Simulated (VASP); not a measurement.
# CdF2 (Fm-3m) in VASP: single point with r2SCAN

Aim: the single point of CdF2 with r2SCAN.

Program: VASP 6.6.1. These are calculated values, not measurements. Logs are shortened: lines on timing, memory, paths and dates and some standing lists are left out, and cuts for length are marked.

### 1 The cell of the first run

It takes space group Fm-3m (No. 225, cubic). The conventional cell has a = 5.388 Å, b = 5.388 Å, c = 5.388 Å, α = 90.00°, β = 90.00°, γ = 90.00°. Cd (site symmetry m-3m) has 8 F at 2.33 Å within 3.1 Å. F (site symmetry -43m) has 4 Cd at 2.33 Å and 6 F at 2.69 Å within 3.1 Å.

### 2 Single point, r2SCAN

POSCAR reads:

```
CdF2
1.0
    0.0000000000      2.6940000000      2.6940000000
    2.6940000000      0.0000000000      2.6940000000
    2.6940000000      2.6940000000      0.0000000000
Cd F
1 2
Direct
    0.0000000000      0.0000000000      0.0000000000
    0.2500000000      0.2500000000      0.2500000000
    0.7500000000      0.7500000000      0.7500000000
```

INCAR.step1 reads:

```
SYSTEM = CdF2
PREC     = Accurate       ! precision mode
ENCUT    = 770            ! plane-wave cutoff, eV
ISMEAR   = 0              ! smearing method
SIGMA    = 0.05           ! smearing width, eV
LREAL    = .False.        ! projectors in reciprocal space
LASPH    = .True.         ! aspherical terms in the spheres
NELM     = 120            ! most SCF steps
NBANDS   = 24             ! bands
GGA      = PE             ! functional
ALGO     = Normal         ! electronic algorithm
EDIFF    = 1E-5           ! SCF threshold, eV
LWAVE    = .True.         ! write WAVECAR
LCHARG   = .False.        ! write CHGCAR
GGA_COMPAT= .False.
```

INCAR.step2 reads:

```
SYSTEM = CdF2
PREC     = Accurate       ! precision mode
ENCUT    = 770            ! plane-wave cutoff, eV
EDIFF    = 1E-6           ! SCF threshold, eV
ISMEAR   = 0              ! smearing method
SIGMA    = 0.05           ! smearing width, eV
LREAL    = .False.        ! projectors in reciprocal space
LASPH    = .True.         ! aspherical terms in the spheres
NELM     = 120            ! most SCF steps
ALGO     = Normal         ! electronic algorithm
ISIF     = 2              ! what is computed and relaxed
LWAVE    = .False.        ! write WAVECAR
LCHARG   = .False.        ! write CHGCAR
METAGGA  = R2SCAN         ! meta-GGA
LMIXTAU  = .True.       
NBANDS   = 24             ! bands
ISTART   = 1            
GGA_COMPAT= .False.
```

KPOINTS reads:

```
Automatic mesh
0
Gamma
  10 10 10
  0 0 0
```

Potentials or basis: VASP PAW PBE potentials, release 64 (Cd_sv_GW, F).

On the command line:

```console
$ cat potpaw_PBE.64/Cd_sv_GW/POTCAR potpaw_PBE.64/F/POTCAR > POTCAR
$ cp INCAR.step1 INCAR
$ mpirun -np 1 vasp_std > vasp.out
$ cp INCAR.step2 INCAR
$ mpirun -np 1 vasp_std > vasp.out
```

OUTCAR:

```text
SYSTEM = CdF2
   PREC = Accurate
   ENCUT = 770
   EDIFF = 1E-6
   ISMEAR = 0
   LREAL = .False.
   LASPH = .True.
   NELM = 120
   ISIF = 2
   METAGGA = R2SCAN
   ISTART = 1

 ion  position               nearest neighbor table
   1  0.000  0.000  0.000-
   2  0.250  0.250  0.250-
   3  0.750  0.750  0.750-

  LATTYP: Found a face centered cubic cell.
 ALAT       =     5.3880000000

  Lattice vectors:

 A1 = (   0.0000000000,   2.6940000000,   2.6940000000)
 A2 = (   2.6940000000,   0.0000000000,   2.6940000000)
 A3 = (   2.6940000000,   2.6940000000,   0.0000000000)

Analysis of symmetry for initial positions (statically):
=====================================================================
 Subroutine PRICEL returns:
 Original cell was already a primitive cell.

 Routine SETGRP: Setting up the symmetry group for a
 face centered cubic supercell.

 Subroutine GETGRP returns: Found 48 space group operations
 (whereof 48 operations were pure point group operations)
 out of a pool of 48 trial point group operations.

The static configuration has the point symmetry O_h .

Analysis of symmetry for dynamics (positions and initial velocities):
=====================================================================
 Subroutine PRICEL returns:
 Original cell was already a primitive cell.

 Routine SETGRP: Setting up the symmetry group for a
 face centered cubic supercell.

 Subroutine GETGRP returns: Found 48 space group operations
 (whereof 48 operations were pure point group operations)
 out of a pool of 48 trial point group operations.

The dynamic configuration has the point symmetry O_h .

 Subroutine INISYM returns: Found 48 space group operations
 (whereof 48 operations are pure point group operations),
 and found     1 'primitive' translations

----------------------------------------------------------------------------------------

                                     Primitive cell

  volume of cell :      39.1041

  direct lattice vectors                    reciprocal lattice vectors
     0.000000000  2.694000000  2.694000000    -0.185597624  0.185597624  0.185597624
     2.694000000  0.000000000  2.694000000     0.185597624 -0.185597624  0.185597624
[... 80 lines left out ...]
   ICHARG =      0    charge: 1-file 2-atom 10-const
   ISPIN  =      1    spin polarized calculation?
   LNONCOLLINEAR =      F non collinear calculations
   LSORBIT =      F    spin-orbit coupling
   LASPH  =      T    aspherical Exc in radial PAW
   ENCUT  =  770.0 eV  56.59 Ry    7.52 a.u.   8.62  8.62  8.62*2*pi/ulx,y,z
   NELM   =    120;   NELMIN=  2; NELMDL=  0     # of ELM steps
   EDIFF  = 0.1E-05   stopping-criterion for ELM
   LREAL  =      F    real-space projection
   EDIFFG = 0.1E-04   stopping-criterion for IOM
   NSW    =      0    number of steps for IOM
   IBRION =     -1    ionic relax: 0-MD 1-quasi-New 2-CG
   NFREE  =      0    steps in history (QN), initial steepest desc. (CG)
   ISIF   =      2    stress and relaxation
   ISYM   =      2    0-nonsym 1-usesym 2-fastsym
   POTIM  = 0.5000    time-step for ionic-motion
   TEBEG  =    0.0;   TEEND  =   0.0 temperature during run
   PSTRESS=    0.0 pullay stress
   NELECT =      34.0000    total number of electrons
   NUPDOWN=      -1.0000    fix difference up-down
   EMIN   =  10.00;   EMAX   =-10.00  energy-range for DOS
   EFERMI =   0.00;   METHOD = LEGACY
   ISMEAR =     0;   SIGMA  =   0.05  broadening in eV -4-tet -1-fermi 0-gaus
   EFERMI_NEDOS =   21; number of points for ismear=-14 and -15
   IALGO  =     38    algorithm
   IMIX   =      4    mixing-type and parameters
     AMIX     =   0.40;   BMIX     =  1.00
     AMIX_MAG =   1.60;   BMIX_MAG =  1.00
  volume/ion in A,a.u.               =      13.03        87.96
  Fermi-wavevector in a.u.,A,eV,Ry     =   1.562525  2.952743 33.218397  2.441483
  Thomas-Fermi vector in A             =   2.665430
   LORBIT       =      0    0 simple, 1 ext, 2 COOP (PROOUT), +10 PAW based schemes
   METAGGA = R2SCAN    functional components
   LHFCALC =     F    Hartree Fock is set to
   AEXX    =    0.0000 exact exchange contribution
   IVDW    =     0    specifies the selected vdW correction
   LEPSILON=     F    determine dielectric tensor
   LRPA    =     F    only Hartree local field effects (RPA)
 non-spin polarized calculation
 Gauss-broadening in eV      SIGMA  =   0.05
  energy-cutoff  :      770.00
  volume of cell :       39.10
 maximum number of plane-waves:      1917
   NGX = 17   NGY = 17   NGZ = 17

 number of electron      33.9999995 magnetization

 Free energy of the ion-electron system (eV)
  ---------------------------------------------------
  ext. energy  EPLUGINS =         0.00000000
  ---------------------------------------------------
  free energy    TOTEN  =       -33.84559884 eV

  energy without entropy =      -33.84559884  energy(sigma->0) =      -33.84559884

 E-fermi :   0.6587     XC(G=0): -11.2070

 val. band max:        0.0654025039   @ k =  -0.3000   0.5000   0.2000
 cond. band min:       3.8617993511   @ k =   0.0000   0.0000   0.0000
 fundamental gap:      3.7963968472
 Fermi energy:         0.6587202563

 k-point     1 :       0.0000    0.0000    0.0000
  band No.  band energies     occupation
      1    -100.9085      2.00000
      2     -61.1071      2.00000
      3     -61.1071      2.00000
      4     -61.1071      2.00000
      5     -21.8498      2.00000
      6     -20.7904      2.00000
[... 637 lines left out ...]
     23      21.6188      0.00000
     24      21.6194      0.00000

 [... further k-points ...]

------------------------ aborting loop because EDIFF is reached ----------------------------------------

  FORCE on cell =-STRESS in cart. coord.  units (eV):
  Direction    XX          YY          ZZ          XY          YZ          ZX
  --------------------------------------------------------------------------------------
  -------------------------------------------------------------------------------------
  Total       -0.0959354     -0.0959354     -0.0959354     -0.0000000     -0.0000000      0.0000000
  in kB       -3.9306722     -3.9306722     -3.9306722     -0.0000000     -0.0000000      0.0000000
  external PRESSURE =      -3.9306722 kB  Pullay stress =       0.0000000 kB

 VOLUME and BASIS-vectors are now :
 -----------------------------------------------------------------------------
  energy-cutoff  :      770.00
  volume of cell :       39.10
      direct lattice vectors                 reciprocal lattice vectors
     0.000000000  2.694000000  2.694000000    -0.185597624  0.185597624  0.185597624
     2.694000000  0.000000000  2.694000000     0.185597624 -0.185597624  0.185597624
     2.694000000  2.694000000  0.000000000     0.185597624  0.185597624 -0.185597624

 POSITION                                       TOTAL-FORCE (eV/Angst)
 -----------------------------------------------------------------------------------
      0.00000      0.00000      0.00000         0.000000     -0.000000     -0.000000
      1.34700      1.34700      1.34700         0.000000      0.000000      0.000000
      4.04100      4.04100      4.04100        -0.000000     -0.000000     -0.000000
 -----------------------------------------------------------------------------------
    total drift:                               -0.000000      0.000000      0.000000

  FREE ENERGIE OF THE ION-ELECTRON SYSTEM (eV)
  ---------------------------------------------------
  free  energy   TOTEN  =       -33.8455988442 eV

  energy  without entropy=      -33.8455988442  energy(sigma->0) =      -33.84559884
```

OUTCAR.step1:

```text
SYSTEM = CdF2
   PREC = Accurate
   ENCUT = 770
   ISMEAR = 0
   LREAL = .False.
   LASPH = .True.
   NELM = 120
[... 871 lines left out ...]
      0.00000      0.00000      0.00000         0.000000      0.000000     -0.000000
      1.34700      1.34700      1.34700         0.000000      0.000000      0.000000
      4.04100      4.04100      4.04100        -0.000000     -0.000000     -0.000000
 -----------------------------------------------------------------------------------
    total drift:                               -0.000000      0.000000      0.000000

  FREE ENERGIE OF THE ION-ELECTRON SYSTEM (eV)
  ---------------------------------------------------
  free  energy   TOTEN  =       -10.9828814756 eV

  energy  without entropy=      -10.9828814756  energy(sigma->0) =      -10.98288148
```

OSZICAR.step1:

```text
N       E                     dE             d eps       ncg     rms          rms(c)
DAV:   1     0.692185179571E+03    0.69219E+03   -0.23950E+04  2272   0.250E+03
DAV:   2     0.542047608878E+02   -0.63798E+03   -0.57725E+03  2264   0.724E+02
DAV:   3    -0.100346450096E+02   -0.64239E+02   -0.63292E+02  3344   0.254E+02
DAV:   4    -0.125856643696E+02   -0.25510E+01   -0.25503E+01  2664   0.553E+01
DAV:   5    -0.126688185725E+02   -0.83154E-01   -0.83152E-01  3448   0.926E+00    0.126E+01
DAV:   6    -0.109871609825E+02    0.16817E+01   -0.39459E+00  3352   0.487E+01    0.104E+01
DAV:   7    -0.109943414033E+02   -0.71804E-02   -0.46534E-01  2320   0.709E+00    0.692E+00
DAV:   8    -0.109924226989E+02    0.19187E-02   -0.14476E-01  3024   0.663E+00    0.147E+00
DAV:   9    -0.109826652155E+02    0.97575E-02   -0.38287E-02  3376   0.463E+00    0.264E-01
DAV:  10    -0.109828398155E+02   -0.17460E-03   -0.23455E-03  2784   0.573E-01    0.216E-01
DAV:  11    -0.109828782994E+02   -0.38484E-04   -0.37503E-04  3280   0.544E-01    0.479E-02
DAV:  12    -0.109828814756E+02   -0.31762E-05   -0.38859E-05  2704   0.618E-02
   1 F= -.10982881E+02 E0= -.10982881E+02  d E =-.228592E-61
```

It took 12 min on 1 thread of AMD EPYC, shared host; peak memory 0.25 GiB.

What came out:

```yaml
Free_energy: -33.8456 eV
Pressure: -0.4 GPa
Band_gap_on_the_k_mesh: 3.80 eV (least direct gap 4.31 eV)
```

Levels at points of the mesh, in eV from the valence-band top:
```
           k point  band 13  band 14  band 15  band 16  band 17  band 18  band 19  band 20  band 21  band 22
(0.00, 0.00, 0.00)    -0.98    -0.98    -0.51    -0.51    -0.51     3.80    13.62    13.62    13.62    17.95
(0.50, 0.00, 0.00)    -2.27    -1.84    -1.84    -0.40    -0.40     8.02     9.71    15.62    15.62    19.00
(0.50, 0.50, 0.00)    -2.95    -2.95    -0.51    -0.08    -0.08     8.92    10.58    12.22    15.31    15.31
```

Caveat: the PAW data sets were made with another functional, which shifts forces and pressure a little.
